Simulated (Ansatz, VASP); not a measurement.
**Mg: VASP beside Ansatz**

File INCAR:

```
SYSTEM = Mg
PREC = Accurate
ENCUT = 520
EDIFF = 1E-7
ISMEAR = -1
SIGMA = 0.1
LREAL = .FALSE.
LASPH = .TRUE.
NELM = 80
ALGO = Normal
ISIF = 2
LWAVE = .FALSE.
LCHARG = .TRUE.
GGA = B5
ALDAX = 1.0
AGGAX = 1.0
AGGAC = 1.0
ALDAC = 0.0
LELF = .TRUE.
LVHAR = .TRUE.
NBANDS = 12
```

File KPOINTS:

```
regular mesh
0
G
  13 13 4
  0 0 0
```

File POSCAR:

```
Mg
1.0
    3.2616840242      0.0000000000      0.0000000000
   -1.6308420121      2.8247012241      0.0000000000
    0.0000000000      0.0000000000     10.6225033135
Mg
4
Direct
    1.0000000000      1.0000000000      0.0000000000
    1.0000000000      1.0000000000      0.5000000000
    0.3333333333      0.6666666667      0.2500000000
    0.6666666667      0.3333333333      0.7500000000
```

Input for Ansatz:

```yaml
crystal:
  lattice:
    - [3.2616840242, 0.0, 0.0]
    - [-1.6308420121, 2.8247012241, 0.0]
    - [0.0, 0.0, 10.6225033135]
  atoms:
    - { symbol: Mg, position: [1.0, 1.0, 0.0] }
    - { symbol: Mg, position: [1.0, 1.0, 0.5] }
    - { symbol: Mg, position: [0.3333333333, 0.6666666667, 0.25] }
    - { symbol: Mg, position: [0.6666666667, 0.3333333333, 0.75] }
hamiltonian:
  xc: blyp
  pseudopotentials:
    kind: paw
    azcp:
      Mg: "pseudopotentials/Mg.paw.azcp"
basis:
  ecutwfc: 420
  fft_grid_basis: typed
kpoints:
  mp_grid: { grid: [13, 13, 4], shift: [0, 0, 0] }
magnetization:
  spin_polarized: false
scf:
  occupations: { method: fermi_dirac, width: 0.1 }
  lower_state_search: "off"
output:
  stress: true
```

Alike in both runs: task single point; functional BLYP; k mesh 13 × 13 × 4; occupations fermi-dirac, width 0.1 eV; no spin polarisation.

|  | VASP | Ansatz |
| --- | --- | --- |
| version | VASP 6.6.1 | Ansatz 0.2.0 |
| potentials or method | VASP PAW PBE potentials, release 64 (Mg), cutoff 520 eV | plane waves (420 eV) with PAW, scalar-relativistic |
| valence electrons in the cell | 8 | 40 |

```csv
,VASP,Ansatz,Ansatz less VASP
pressure (GPa),-1.0,-1.0,+0.04
"traceless stress, the component that is largest in VASP (GPa)",0.09,0.09,+0.002
```

VASP's potentials were made for PBE, not for BLYP. With one functional, cell and mesh, what is left measures potentials, basis and numerics. VASP's potentials hold 8 valence electrons a cell and Ansatz's 40, so a difference there can come from the potentials and not from the codes.
